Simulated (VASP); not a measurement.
# Rb (P6_3/mmc) in VASP: equation of state with PBE

Aim: the equation of state of Rb with PBE.

All numbers are computed with VASP 6.6.1; they aren't measurements. Logs are shortened: lines on timing, memory, paths and dates and some standing lists are left out, and cuts for length are marked.

### Step 1. The cell of the first run

Symmetry: P6_3/mmc, No. 194, hexagonal system. Conventional cell: a = 5.088 Å, b = 5.088 Å, c = 8.442 Å, α = 90.00°, β = 90.00°, γ = 120.00°.

This isn't the form of Rb at room conditions, which is bcc.

### Step 2. Equation of state, PBE

Input file POSCAR.step1:

```
Rb
1.0
    4.9307376978      0.0000000000      0.0000000000
   -2.4653688489      4.2701441056      0.0000000000
    0.0000000000      0.0000000000      8.1807940843
Rb
2
Direct
    0.6666666667      0.3333333333      0.7500000000
    0.3333333333      0.6666666667      0.2500000000
```

Input file POSCAR.step2:

```
Rb
1.0
    4.9843368720      0.0000000000      0.0000000000
   -2.4921684360      4.3165623521      0.0000000000
    0.0000000000      0.0000000000      8.2697227262
Rb
2
Direct
    0.6666666667      0.3333333333      0.7500000000
    0.3333333333      0.6666666667      0.2500000000
```

Input file POSCAR.step3:

```
Rb
1.0
    5.0368074318      0.0000000000      0.0000000000
   -2.5184037159      4.3620031899      0.0000000000
    0.0000000000      0.0000000000      8.3567788366
Rb
2
Direct
    0.6666666667      0.3333333333      0.7500000000
    0.3333333333      0.6666666667      0.2500000000
```

Input file POSCAR.step4:

```
Rb
1.0
    5.0882069760      0.0000000000      0.0000000000
   -2.5441034880      4.4065165009      0.0000000000
    0.0000000000      0.0000000000      8.4420579800
Rb
2
Direct
    0.6666666667      0.3333333333      0.7500000000
    0.3333333333      0.6666666667      0.2500000000
```

Input file POSCAR.step5:

```
Rb
1.0
    5.1385885394      0.0000000000      0.0000000000
   -2.5692942697      4.4501482147      0.0000000000
    0.0000000000      0.0000000000      8.5256481487
Rb
2
Direct
    0.6666666667      0.3333333333      0.7500000000
    0.3333333333      0.6666666667      0.2500000000
```

Input file POSCAR.step6:

```
Rb
1.0
    5.1880010759      0.0000000000      0.0000000000
   -2.5940005379      4.4929407265      0.0000000000
    0.0000000000      0.0000000000      8.6076305640
Rb
2
Direct
    0.6666666667      0.3333333333      0.7500000000
    0.3333333333      0.6666666667      0.2500000000
```

Input file POSCAR.step7:

```
Rb
1.0
    5.2364898777      0.0000000000      0.0000000000
   -2.6182449389      4.5349332607      0.0000000000
    0.0000000000      0.0000000000      8.6880803725
Rb
2
Direct
    0.6666666667      0.3333333333      0.7500000000
    0.3333333333      0.6666666667      0.2500000000
```

Input file INCAR:

```
SYSTEM = Rb
GGA = PE ; ISMEAR = 0
SIGMA = 0.04 ; LWAVE = .FALSE.
LCHARG = .FALSE. ; ISIF = 2
NSW = 0 ; PREC = Accurate
LASPH = .TRUE. ; LREAL = .FALSE.
ALGO = Normal ; EDIFF = 1E-7
NELM = 120 ; GGA_COMPAT = .FALSE.
ENCUT = 580
```

Input file KPOINTS:

```
Automatic mesh
0
Gamma
  12 12 6
  0 0 0
```

Potentials or basis: VASP PAW PBE potentials, release 64 (Rb_sv).

On the command line:

```
cat potpaw_PBE.64/Rb_sv/POTCAR > POTCAR
cp POSCAR.step1 POSCAR
mpirun -np 1 vasp_std > vasp.out
cp POSCAR.step2 POSCAR
mpirun -np 1 vasp_std > vasp.out
cp POSCAR.step3 POSCAR
mpirun -np 1 vasp_std > vasp.out
cp POSCAR.step4 POSCAR
mpirun -np 1 vasp_std > vasp.out
cp POSCAR.step5 POSCAR
mpirun -np 1 vasp_std > vasp.out
cp POSCAR.step6 POSCAR
mpirun -np 1 vasp_std > vasp.out
cp POSCAR.step7 POSCAR
mpirun -np 1 vasp_std > vasp.out
```

OUTCAR:

```text
SYSTEM = Rb
   GGA = PE
   ISMEAR = 0
   ISIF = 2
   NSW = 0
   PREC = Accurate
   LASPH = .TRUE.
   LREAL = .FALSE.
   EDIFF = 1E-7
   NELM = 120
   ENCUT = 580

 ion  position               nearest neighbor table
   1  0.667  0.333  0.750-   2 5.29   2 5.29   2 5.29   2 5.29   2 5.29   2 5.29
   2  0.333  0.667  0.250-   1 5.29   1 5.29   1 5.29   1 5.29   1 5.29   1 5.29

  LATTYP: Found a hexagonal cell.
 ALAT       =     5.2364898777
 C/A-ratio  =     1.6591420160

  Lattice vectors:

 A1 = (   5.2364898777,   0.0000000000,   0.0000000000)
 A2 = (  -2.6182449389,   4.5349332607,   0.0000000000)
 A3 = (   0.0000000000,   0.0000000000,   8.6880803725)

Analysis of symmetry for initial positions (statically):
=====================================================================
 Subroutine PRICEL returns:
 Original cell was already a primitive cell.

 Routine SETGRP: Setting up the symmetry group for a
 hexagonal supercell.

 Subroutine GETGRP returns: Found 24 space group operations
 (whereof 12 operations were pure point group operations)
 out of a pool of 24 trial point group operations.

The static configuration has the point symmetry D_3d.
 The point group associated with its full space group is D_6h.

Analysis of symmetry for dynamics (positions and initial velocities):
=====================================================================
 Subroutine PRICEL returns:
 Original cell was already a primitive cell.

 Routine SETGRP: Setting up the symmetry group for a
 hexagonal supercell.

 Subroutine GETGRP returns: Found 24 space group operations
 (whereof 12 operations were pure point group operations)
 out of a pool of 24 trial point group operations.

The dynamic configuration has the point symmetry D_3d.
 The point group associated with its full space group is D_6h.

 Subroutine INISYM returns: Found 24 space group operations
 (whereof 12 operations are pure point group operations),
 and found     1 'primitive' translations

----------------------------------------------------------------------------------------

                                     Primitive cell

  volume of cell :     206.3170

  direct lattice vectors                    reciprocal lattice vectors
     5.236489878  0.000000000  0.000000000     0.190967618  0.110255206  0.000000000
    -2.618244939  4.534933261  0.000000000     0.000000000  0.220510412  0.000000000
     0.000000000  0.000000000  8.688080372     0.000000000  0.000000000  0.115100224

  length of vectors
     5.236489878  5.236489878  8.688080372     0.220510412  0.220510412  0.115100224

  position of ions in fractional coordinates (direct lattice)
     0.666666667  0.333333333  0.750000000
     0.333333333  0.666666667  0.250000000

  ion indices of the primitive-cell ions
   primitive index   ion index
                 1           1
                 2           2

----------------------------------------------------------------------------------------

 KPOINTS: Automatic mesh

Automatic generation of k-mesh.
 Grid dimensions read from file:
 generate k-points for:   12   12    6

 Generating k-lattice:

  Cartesian coordinates                     Fractional coordinates (reciprocal lattice)
     0.015913968  0.009187934  0.000000000     0.083333333  0.000000000  0.000000000
     0.000000000  0.018375868  0.000000000     0.000000000  0.083333333  0.000000000
     0.000000000  0.000000000  0.019183371     0.000000000  0.000000000  0.166666667

  Length of vectors
     0.018375868  0.018375868  0.019183371

  Shift w.r.t. Gamma in fractional coordinates (k-lattice)
     0.000000000  0.000000000  0.000000000

 Subroutine IBZKPT returns following result:
 ===========================================

 Found     76 irreducible k-points:

 Following reciprocal coordinates:
            Coordinates               Weight
  0.000000  0.000000  0.000000      1.000000
  0.083333  0.000000  0.000000      6.000000
  0.166667  0.000000  0.000000      6.000000
  0.250000  0.000000  0.000000      6.000000
  0.333333  0.000000  0.000000      6.000000
  0.416667  0.000000  0.000000      6.000000
[... 16 lines left out ...]
  0.250000  0.000000  0.166667     12.000000
  0.333333  0.000000  0.166667     12.000000
 [... further k-points ...]
   k-points           NKPTS =     76   k-points in BZ     NKDIM =     76   number of bands    NBANDS=     13
   number of dos      NEDOS =    301   number of ions     NIONS =      2
   total plane-waves  NPLWV = 123480
   dimension x,y,z NGX =    42 NGY =   42 NGZ =   70
   dimension x,y,z NGXF=    84 NGYF=   84 NGZF=  140
   ions per type =               2
   NGX,Y,Z   is equivalent  to a cutoff of  13.33, 13.33, 13.39 a.u.
   NGXF,Y,Z  is equivalent  to a cutoff of  26.67, 26.67, 26.79 a.u.
 SYSTEM =  Rb
   PREC   = accura    normal or accurate (medium, high low for compatibility)
   ISTART =      0    job   : 0-new  1-cont  2-samecut
   ICHARG =      2    charge: 1-file 2-atom 10-const
   ISPIN  =      1    spin polarized calculation?
   LNONCOLLINEAR =      F non collinear calculations
   LSORBIT =      F    spin-orbit coupling
   LASPH  =      T    aspherical Exc in radial PAW
   ENCUT  =  580.0 eV  42.63 Ry    6.53 a.u.  10.28 10.28 17.06*2*pi/ulx,y,z
   NELM   =    120;   NELMIN=  2; NELMDL=  0     # of ELM steps
   EDIFF  = 0.1E-06   stopping-criterion for ELM
   LREAL  =      F    real-space projection
   EDIFFG = 0.1E-05   stopping-criterion for IOM
   NSW    =      0    number of steps for IOM
   IBRION =     -1    ionic relax: 0-MD 1-quasi-New 2-CG
   NFREE  =      0    steps in history (QN), initial steepest desc. (CG)
   ISIF   =      2    stress and relaxation
   ISYM   =      2    0-nonsym 1-usesym 2-fastsym
   POTIM  = 0.5000    time-step for ionic-motion
   TEBEG  =    0.0;   TEEND  =   0.0 temperature during run

   SCALEE = 1.0000    scale energy and forces
   PSTRESS=    0.0 pullay stress
   NELECT =      18.0000    total number of electrons
   NUPDOWN=      -1.0000    fix difference up-down
   EMIN   =  10.00;   EMAX   =-10.00  energy-range for DOS
   EFERMI =   0.00;   METHOD = LEGACY
   ISMEAR =     0;   SIGMA  =   0.04  broadening in eV -4-tet -1-fermi 0-gaus
   EFERMI_NEDOS =   21; number of points for ismear=-14 and -15
   IALGO  =     38    algorithm
   IMIX   =      4    mixing-type and parameters
     AMIX     =   0.40;   BMIX     =  1.00
     AMIX_MAG =   1.60;   BMIX_MAG =  1.00
  volume/ion in A,a.u.               =     103.16       696.15
  Fermi-wavevector in a.u.,A,eV,Ry     =   0.726085  1.372101  7.172979  0.527199
  Thomas-Fermi vector in A             =   1.816969
   LORBIT       =      0    0 simple, 1 ext, 2 COOP (PROOUT), +10 PAW based schemes
   GGA     = PE    functional components
   LHFCALC =     F    Hartree Fock is set to
   AEXX    =    0.0000 exact exchange contribution
   IVDW    =     0    specifies the selected vdW correction
   LEPSILON=     F    determine dielectric tensor
   LRPA    =     F    only Hartree local field effects (RPA)

   CSHIFT  =0.1000    complex shift for real part using Kramers Kronig

   OMEGAMAX=  -1.0    maximum frequency
 non-spin polarized calculation
 Gauss-broadening in eV      SIGMA  =   0.04
  energy-cutoff  :      580.00
  volume of cell :      206.32
 maximum number of plane-waves:      6586
 NGX is ok and might be reduce to    42
   NGX = 21   NGY = 21   NGZ = 35

 number of electron      18.0000000 magnetization

 Free energy of the ion-electron system (eV)
  ---------------------------------------------------
  ext. energy  EPLUGINS =         0.00000000
  ---------------------------------------------------
  free energy    TOTEN  =        -1.85377876 eV

  energy without entropy =       -1.85216925  energy(sigma->0) =       -1.85297400

 E-fermi :  -0.2793     XC(G=0):  -5.1729

 val. band max:       -0.2839328219   @ k =   0.4167   0.0833   0.1667
 cond. band min:      -0.2547668997   @ k =   0.3333   0.1667   0.3333
 fundamental gap:      0.0291659221
 Fermi energy:        -0.2792509552

 k-point     1 :       0.0000    0.0000    0.0000
  band No.  band energies     occupation
      1     -29.2204      2.00000
      2     -29.2186      2.00000
      3     -13.3304      2.00000
      4     -13.2804      2.00000
      5     -13.2804      2.00000
      6     -13.2732      2.00000
      7     -13.2727      2.00000
      8     -13.2727      2.00000
      9      -2.0613      2.00000
     10      -0.1473      0.00000
     11       0.3047      0.00000
     12       3.1228      0.00000
     13       3.1406      0.00000

 k-point     2 :       0.0833    0.0000    0.0000
  band No.  band energies     occupation
      1     -29.2203      2.00000
      2     -29.2185      2.00000
      3     -13.3291      2.00000
      4     -13.2836      2.00000
      5     -13.2814      2.00000
      6     -13.2760      2.00000
      7     -13.2737      2.00000
      8     -13.2733      2.00000
      9      -1.9989      2.00000
     10      -0.0791      0.00000
     11       0.3298      0.00000
     12       2.8079      0.00000
     13       3.1780      0.00000

 k-point     3 :       0.1667    0.0000    0.0000
  band No.  band energies     occupation
      1     -29.2200      2.00000
      2     -29.2183      2.00000
      3     -13.3254      2.00000
      4     -13.2924      2.00000
      5     -13.2850      2.00000
      6     -13.2841      2.00000
      7     -13.2751      2.00000
      8     -13.2749      2.00000
      9      -1.8144      2.00000
     10       0.1203      0.00000
     11       0.4060      0.00000
     12       2.3103      0.00000
     13       2.8428      0.00000
[... 305 lines left out ...]
 k-point    23 :       0.2500    0.0000    0.1667
  band No.  band energies     occupation
      1     -29.2194      2.00000
      2     -29.2182      2.00000
      3     -13.3190      2.00000
      4     -13.3024      2.00000
      5     -13.2987      2.00000
      6     -13.2870      2.00000
      7     -13.2787      2.00000
      8     -13.2779      2.00000
      9      -1.4518      2.00000
     10      -0.0585      0.00000
     11       1.0273      0.00000
     12       1.7862      0.00000
     13       2.4215      0.00000

 k-point    24 :       0.3333    0.0000    0.1667
  band No.  band energies     occupation
      1     -29.2189      2.00000
      2     -29.2180      2.00000
      3     -13.3205      2.00000
      4     -13.3115      2.00000
      5     -13.3061      2.00000
      6     -13.2904      2.00000
      7     -13.2814      2.00000
      8     -13.2804      2.00000
      9      -1.0557      2.00000
     10       0.2627      0.00000
     11       1.1183      0.00000
     12       1.3050      0.00000
     13       2.0702      0.00000

 [... further k-points ...]

------------------------ aborting loop because EDIFF is reached ----------------------------------------

  FORCE on cell =-STRESS in cart. coord.  units (eV):
  Direction    XX          YY          ZZ          XY          YZ          ZX
  --------------------------------------------------------------------------------------
  -------------------------------------------------------------------------------------
  Total       -0.3263384     -0.3263384     -0.3797411      0.0000000      0.0000000      0.0000000
  in kB       -2.5342169     -2.5342169     -2.9489210      0.0000000      0.0000000      0.0000000
  external PRESSURE =      -2.6724516 kB  Pullay stress =       0.0000000 kB

 VOLUME and BASIS-vectors are now :
 -----------------------------------------------------------------------------
  energy-cutoff  :      580.00
  volume of cell :      206.32
      direct lattice vectors                 reciprocal lattice vectors
     5.236489878  0.000000000  0.000000000     0.190967618  0.110255206  0.000000000
    -2.618244939  4.534933261  0.000000000     0.000000000  0.220510412  0.000000000
     0.000000000  0.000000000  8.688080372     0.000000000  0.000000000  0.115100224

 POSITION                                       TOTAL-FORCE (eV/Angst)
 -----------------------------------------------------------------------------------
      2.61824      1.51164      6.51606        -0.000000      0.000000      0.000000
     -0.00000      3.02329      2.17202         0.000000     -0.000000      0.000000
 -----------------------------------------------------------------------------------
    total drift:                                0.000000     -0.000000      0.000000

  FREE ENERGIE OF THE ION-ELECTRON SYSTEM (eV)
  ---------------------------------------------------
  free  energy   TOTEN  =        -1.8537787586 eV

  energy  without entropy=       -1.8521692501  energy(sigma->0) =       -1.85297400
```

Wall time 12 min (1 thread of AMD EPYC 9R45 (Zen 5), shared host); peak memory 0.42 GiB.

Results:

```yaml
Equilibrium_volume: 91.41 Å³/atom
Bulk_modulus_at_fixed_shape_and_positions: 2.8 GPa
Pressure_derivative_of_the_bulk_modulus: 3.8
```

Energy against volume, from the lowest point:
```tsv
volume (Å³/atom)	energy (meV/atom)
86.123	2.90
88.962	0.58
91.802	0.00
94.641	0.92
97.480	3.14
100.319	6.47
103.158	10.77
```

Caveat: the cell was scaled at fixed shape and fractional positions, which overstates the stiffness of a crystal with free parameters, most of all of layers and chains.
